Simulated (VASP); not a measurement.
# Si (P6_3/mmc) in VASP: further runs, part 2 of 2

VASP 6.6.1. Earlier steps stand in the parts before.

## 4. Single point, LDA

This run uses another cell than the first one, of the same volume but with other edges.

INCAR reads:

```
  PREC = Accurate
  ENCUT = 520
  EDIFF = 1E-6
  ISMEAR = 0
  SIGMA = 0.03
  LREAL = False
  LASPH = True
  NELM = 60
  ALGO = Normal
  ISIF = 2
  LWAVE = False
  LCHARG = True
  LELF = True
  LVHAR = True
  NBANDS = 16
```

KPOINTS reads:

```
Automatic mesh
0
Gamma
  12 12 6
```

POSCAR reads:

```
Si
1.0
    4.0952913888      0.0000000000      0.0000000000
   -2.0476456944      3.5466263786      0.0000000000
    0.0000000000      0.0000000000      5.4192990949
Si
4
Direct
    0.3333333333      0.6666666667      0.0821179099
    0.6666666667      0.3333333333      0.5821179099
    0.3333333333      0.6666666667      0.4178820901
    0.6666666667      0.3333333333      0.9178820901
```

Potentials or basis: VASP PAW LDA potentials, release 64 (Si).

On the command line:

```
$ cat potpaw_LDA.64/Si/POTCAR > POTCAR
$ mpirun -np 1 vasp_std > vasp.out
```

OUTCAR:

```text
PREC = Accurate
   ENCUT = 520
   EDIFF = 1E-6
   ISMEAR = 0
   LREAL = False
   LASPH = True
   NELM = 60
   ISIF = 2

 ion  position               nearest neighbor table
   1  0.333  0.667  0.082-   3 1.82   4 2.53   4 2.53   4 2.53
   2  0.667  0.333  0.582-   4 1.82   3 2.53   3 2.53   3 2.53
   3  0.333  0.667  0.418-   1 1.82   2 2.53   2 2.53   2 2.53
   4  0.667  0.333  0.918-   2 1.82   1 2.53   1 2.53   1 2.53

  LATTYP: Found a hexagonal cell.
 ALAT       =     4.0952913888
 C/A-ratio  =     1.3233000000

  Lattice vectors:

 A1 = (   4.0952913888,   0.0000000000,   0.0000000000)
 A2 = (  -2.0476456944,   3.5466263786,   0.0000000000)
 A3 = (   0.0000000000,   0.0000000000,   5.4192990949)

Analysis of symmetry for initial positions (statically):
=====================================================================
 Subroutine PRICEL returns:
 Original cell was already a primitive cell.

 Routine SETGRP: Setting up the symmetry group for a
 hexagonal supercell.

 Subroutine GETGRP returns: Found 24 space group operations
 (whereof 12 operations were pure point group operations)
 out of a pool of 24 trial point group operations.

The static configuration has the point symmetry D_3d.
 The point group associated with its full space group is D_6h.

Analysis of symmetry for dynamics (positions and initial velocities):
=====================================================================
 Subroutine PRICEL returns:
 Original cell was already a primitive cell.

 Routine SETGRP: Setting up the symmetry group for a
 hexagonal supercell.

 Subroutine GETGRP returns: Found 24 space group operations
 (whereof 12 operations were pure point group operations)
 out of a pool of 24 trial point group operations.

The dynamic configuration has the point symmetry D_3d.
 The point group associated with its full space group is D_6h.

 Subroutine INISYM returns: Found 24 space group operations
 (whereof 12 operations are pure point group operations),
 and found     1 'primitive' translations

----------------------------------------------------------------------------------------

                                     Primitive cell

  volume of cell :      78.7124

  direct lattice vectors                    reciprocal lattice vectors
     4.095291389  0.000000000  0.000000000     0.244182869  0.140979045  0.000000000
    -2.047645694  3.546626379  0.000000000     0.000000000  0.281958090  0.000000000
     0.000000000  0.000000000  5.419299095     0.000000000  0.000000000  0.184525708

  length of vectors
     4.095291389  4.095291389  5.419299095     0.281958090  0.281958090  0.184525708

  position of ions in fractional coordinates (direct lattice)
     0.333333333  0.666666667  0.082117910
     0.666666667  0.333333333  0.582117910
     0.333333333  0.666666667  0.417882090
     0.666666667  0.333333333  0.917882090

  ion indices of the primitive-cell ions
   primitive index   ion index
                 1           1
                 2           2
                 3           3
                 4           4

----------------------------------------------------------------------------------------

 KPOINTS: Automatic mesh

Automatic generation of k-mesh.
[... 23 lines left out ...]
  0.000000  0.000000  0.000000      1.000000
  0.083333  0.000000  0.000000      6.000000
  0.166667  0.000000  0.000000      6.000000
  0.250000  0.000000  0.000000      6.000000
  0.333333  0.000000  0.000000      6.000000
  0.416667  0.000000  0.000000      6.000000
[... 16 lines left out ...]
  0.250000  0.000000  0.166667     12.000000
  0.333333  0.000000  0.166667     12.000000
 [... further k-points ...]
   k-points           NKPTS =     76   k-points in BZ     NKDIM =     76   number of bands    NBANDS=     16
   number of dos      NEDOS =    301   number of ions     NIONS =      4
   total plane-waves  NPLWV =  36000
   dimension x,y,z NGX =    30 NGY =   30 NGZ =   40
   dimension x,y,z NGXF=    60 NGYF=   60 NGZF=   80
   ions per type =               4
   NGX,Y,Z   is equivalent  to a cutoff of  12.18, 12.18, 12.27 a.u.
   NGXF,Y,Z  is equivalent  to a cutoff of  24.36, 24.36, 24.54 a.u.
 SYSTEM =  unknown system
   PREC   = accura    normal or accurate (medium, high low for compatibility)
   ISTART =      0    job   : 0-new  1-cont  2-samecut
   ICHARG =      2    charge: 1-file 2-atom 10-const
   ISPIN  =      1    spin polarized calculation?
   LNONCOLLINEAR =      F non collinear calculations
   LSORBIT =      F    spin-orbit coupling
   LASPH  =      T    aspherical Exc in radial PAW
   ENCUT  =  520.0 eV  38.22 Ry    6.18 a.u.   7.61  7.61 10.08*2*pi/ulx,y,z
   NELM   =     60;   NELMIN=  2; NELMDL= -5     # of ELM steps
   EDIFF  = 0.1E-05   stopping-criterion for ELM
   LREAL  =      F    real-space projection
   EDIFFG = 0.1E-04   stopping-criterion for IOM
   NSW    =      0    number of steps for IOM
   IBRION =     -1    ionic relax: 0-MD 1-quasi-New 2-CG
   NFREE  =      0    steps in history (QN), initial steepest desc. (CG)
   ISIF   =      2    stress and relaxation
   ISYM   =      2    0-nonsym 1-usesym 2-fastsym
   POTIM  = 0.5000    time-step for ionic-motion
   TEBEG  =    0.0;   TEEND  =   0.0 temperature during run
   PSTRESS=    0.0 pullay stress
   NELECT =      16.0000    total number of electrons
   NUPDOWN=      -1.0000    fix difference up-down
   EMIN   =  10.00;   EMAX   =-10.00  energy-range for DOS
   EFERMI =   0.00;   METHOD = LEGACY
   ISMEAR =     0;   SIGMA  =   0.03  broadening in eV -4-tet -1-fermi 0-gaus
   EFERMI_NEDOS =   21; number of points for ismear=-14 and -15
   IALGO  =     38    algorithm
   IMIX   =      4    mixing-type and parameters
     AMIX     =   0.40;   BMIX     =  1.00
     AMIX_MAG =   1.60;   BMIX_MAG =  1.00
  volume/ion in A,a.u.               =      19.68       132.79
  Fermi-wavevector in a.u.,A,eV,Ry     =   0.962573  1.818999 12.606436  0.926547
  Thomas-Fermi vector in A             =   2.092044
   LORBIT       =      0    0 simple, 1 ext, 2 COOP (PROOUT), +10 PAW based schemes
   GGA     = CA    functional components
   LHFCALC =     F    Hartree Fock is set to
   AEXX    =    0.0000 exact exchange contribution
   IVDW    =     0    specifies the selected vdW correction
   LEPSILON=     F    determine dielectric tensor
   LRPA    =     F    only Hartree local field effects (RPA)
 non-spin polarized calculation
 Gauss-broadening in eV      SIGMA  =   0.03
  energy-cutoff  :      520.00
  volume of cell :       78.71
 maximum number of plane-waves:      2163
   NGX = 15   NGY = 15   NGZ = 21

 number of electron      16.0000001 magnetization

 Free energy of the ion-electron system (eV)
  ---------------------------------------------------
  ext. energy  EPLUGINS =         0.00000000
  ---------------------------------------------------
  free energy    TOTEN  =       -17.97030629 eV

  energy without entropy =      -17.96993464  energy(sigma->0) =      -17.97012047

 E-fermi :   6.0491     XC(G=0):  -9.6075

 val. band max:        6.0243832131   @ k =   0.3333   0.3333   0.0000
 cond. band min:       6.0549955437   @ k =   0.0833   0.0000   0.1667
 fundamental gap:      0.0306123306
 Fermi energy:         6.0490928707

 k-point     1 :       0.0000    0.0000    0.0000
  band No.  band energies     occupation
      1      -6.5522      2.00000
      2      -2.5804      2.00000
      3      -1.8630      2.00000
      4       3.3381      2.00000
      5       3.3381      2.00000
      6       4.8159      2.00000
[... 433 lines left out ...]
      3      -0.8744      2.00000
      4       1.4095      2.00000
      5       1.7853      2.00000
      6       2.4846      2.00000
[... 8 lines left out ...]
     15      12.2764      0.00000
     16      13.3804      0.00000

 [... further k-points ...]

------------------------ aborting loop because EDIFF is reached ----------------------------------------

  FORCE on cell =-STRESS in cart. coord.  units (eV):
  Direction    XX          YY          ZZ          XY          YZ          ZX
  --------------------------------------------------------------------------------------
  -------------------------------------------------------------------------------------
  Total       -7.5817019     -7.5817019     50.0532210      0.0000000      0.0000000      0.0000000
  in kB     -154.3241586   -154.3241586   1018.8241803      0.0000000      0.0000000      0.0000000
  external PRESSURE =     236.7252877 kB  Pullay stress =       0.0000000 kB

 VOLUME and BASIS-vectors are now :
 -----------------------------------------------------------------------------
  energy-cutoff  :      520.00
  volume of cell :       78.71
      direct lattice vectors                 reciprocal lattice vectors
     4.095291389  0.000000000  0.000000000     0.244182869  0.140979045  0.000000000
    -2.047645694  3.546626379  0.000000000     0.000000000  0.281958090  0.000000000
     0.000000000  0.000000000  5.419299095     0.000000000  0.000000000  0.184525708

 POSITION                                       TOTAL-FORCE (eV/Angst)
 -----------------------------------------------------------------------------------
     -0.00000      2.36442      0.44502        -0.000000      0.000000    -13.434049
      2.04765      1.18221      3.15467         0.000000      0.000000    -13.434049
     -0.00000      2.36442      2.26463        -0.000000      0.000000     13.434049
      2.04765      1.18221      4.97428         0.000000      0.000000     13.434049
 -----------------------------------------------------------------------------------
    total drift:                                0.000000     -0.000000      0.000000

  FREE ENERGIE OF THE ION-ELECTRON SYSTEM (eV)
  ---------------------------------------------------
  free  energy   TOTEN  =       -17.9703062940 eV

  energy  without entropy=      -17.9699346415  energy(sigma->0) =      -17.97012047
```

OSZICAR:

```text
N       E                     dE             d eps       ncg     rms          rms(c)
DAV:   1     0.328593655302E+02    0.32859E+02   -0.60822E+03  2432   0.825E+02
DAV:   2    -0.172724852571E+02   -0.50132E+02   -0.45809E+02  3216   0.126E+02
DAV:   3    -0.193966068343E+02   -0.21241E+01   -0.21056E+01  3320   0.251E+01
DAV:   4    -0.194285652423E+02   -0.31958E-01   -0.31952E-01  3088   0.388E+00
DAV:   5    -0.194292841955E+02   -0.71895E-03   -0.71893E-03  3464   0.551E-01    0.914E+00
DAV:   6    -0.182360214707E+02    0.11933E+01   -0.10257E+00  2936   0.560E+00    0.502E+00
DAV:   7    -0.179752472121E+02    0.26077E+00   -0.11129E+00  3104   0.522E+00    0.161E+00
DAV:   8    -0.179707944095E+02    0.44528E-02   -0.88445E-02  2872   0.180E+00    0.824E-01
DAV:   9    -0.179704160827E+02    0.37833E-03   -0.39973E-03  3304   0.334E-01    0.248E-01
DAV:  10    -0.179702881477E+02    0.12793E-03   -0.56575E-04  3064   0.134E-01    0.757E-02
DAV:  11    -0.179703055296E+02   -0.17382E-04   -0.96109E-05  3104   0.573E-02    0.420E-02
DAV:  12    -0.179703062940E+02   -0.76440E-06   -0.23065E-06  3120   0.863E-03
   1 F= -.17970306E+02 E0= -.17970120E+02  d E =-.371652E-03
```

It took 90 s on 1 thread of Intel Xeon 8259CL, shared host; peak memory 0.19 GiB.

What came out:

| Item | Value |
| --- | --- |
| Free energy | -17.9703 eV |
| Pressure | 23.7 GPa |
| Largest force | 13.434 eV/Å |
| Band gap on the k mesh | zero (bands 8 and 9 overlap by 0.49 eV) |

Forces in eV/Å, atoms in the order of the input:
```
Si    0.000   0.000 -13.434
Si    0.000   0.000 -13.434
Si    0.000   0.000  13.434
Si    0.000   0.000  13.434
```

Stress tensor (GPa, compression positive):
```
-15.43   0.00   0.00
  0.00 -15.43   0.00
  0.00   0.00 101.88
```

Caveat: the cell stands under pressure; semilocal functionals underestimate gaps, so a narrow gap can read as zero; forces of over 1 eV/Å act on the atoms, so gaps and moduli don't describe the material at rest.

## 5. Single point, LDA

This run uses another cell than the first one, of the same volume but with other edges.

INCAR reads:

```
ALGO = Normal
EDIFF = 1E-7
ENCUT = 520
GGA = CA
ISIF = 2
ISMEAR = 0
LASPH = T
LCHARG = F
LREAL = F
LWAVE = F
NBANDS = 16
NELM = 100
PREC = Accurate
SIGMA = 0.03
```

KPOINTS reads:

```
k-points
0
Gamma
  12 12 6
```

POSCAR reads:

```
Si
1.0
    3.7522730523      0.0000000000      0.0000000000
   -1.8761365262      3.2495637852      0.0000000000
    0.0000000000      0.0000000000      6.4554105591
Si
4
Direct
    0.3333333333      0.6666666667      0.0821179099
    0.6666666667      0.3333333333      0.5821179099
    0.3333333333      0.6666666667      0.4178820901
    0.6666666667      0.3333333333      0.9178820901
```

On the command line:

```
$ cat potpaw_LDA.64/Si/POTCAR > POTCAR
$ mpirun -np 1 vasp_std > vasp.out
```

Wall time 94 s (1 thread of Intel Xeon 8259CL, shared host); peak memory 0.19 GiB.

The run converged. Its results:

* Free energy: -23.0630 eV
* Pressure: 0.4 GPa
* Largest force: 3.429 eV/Å
* Band gap on the k mesh: zero (bands 8 and 9 overlap by 0.95 eV)

Forces in eV/Å, atoms in the order of the input:
```
Si   0.000  0.000 -3.429
Si   0.000  0.000 -3.429
Si   0.000  0.000  3.429
Si   0.000  0.000  3.429
```

Stress tensor (GPa, compression positive):
```
-2.96  0.00  0.00
 0.00 -2.96  0.00
 0.00  0.00  7.27
```

Levels at points of the mesh, in eV from the Fermi level:
| k point | band 6 | band 7 | band 8 | band 9 | band 10 | band 11 |
| --- | --- | --- | --- | --- | --- | --- |
| (0.00, 0.00, 0.00) | -1.28 | 0.57 | 0.57 | 1.54 | 1.62 | 1.62 |
| (0.50, 0.00, 0.00) | -3.94 | -2.94 | -1.03 | 0.52 | 1.50 | 2.00 |
| (0.00, 0.00, 0.50) | -0.65 | -0.65 | -0.65 | 2.25 | 2.25 | 3.00 |
| (0.50, 0.00, 0.50) | -3.29 | -2.25 | -2.25 | 0.22 | 0.22 | 1.71 |

Caveat: forces of over 1 eV/Å act on the atoms, so gaps and moduli don't describe the material at rest.

## 6. Summary

| cell | gap on the mesh (eV) | pressure (GPa) | largest force (eV/Å) |
| --- | --- | --- | --- |
| a = 3.661, b = 3.661, c = 6.782 Å, angles 90.0, 90.0, 120.0°, 4 atoms, atomic positions A | 0.14 | 8.1 | 2.30 |
| a = 3.661, b = 3.661, c = 6.782 Å, angles 90.0, 90.0, 120.0°, 4 atoms, atomic positions B | none | -0.7 | 0.53 |
| a = 4.095, b = 4.095, c = 5.419 Å, angles 90.0, 90.0, 120.0°, 4 atoms, atomic positions C | none | 23.7 | 13.43 |
| a = 3.752, b = 3.752, c = 6.455 Å, angles 90.0, 90.0, 120.0°, 4 atoms, atomic positions C | none | 0.4 | 3.43 |

Alike in all rows: task single point; level LDA; potentials or basis VASP PAW LDA potentials, release 64 (Si); no spin polarisation; k mesh 12 × 12 × 6; cutoff (eV) 520; smearing gaussian 0.03 eV.

Caveats: forces of over 1 eV/Å act on the atoms, so gaps and moduli don't describe the material at rest (at least some runs); the cell stands under pressure (at least some runs); semilocal functionals underestimate gaps, so a narrow gap can read as zero (at least some runs).

Absolute energies hang on the potentials; compare differences alone.
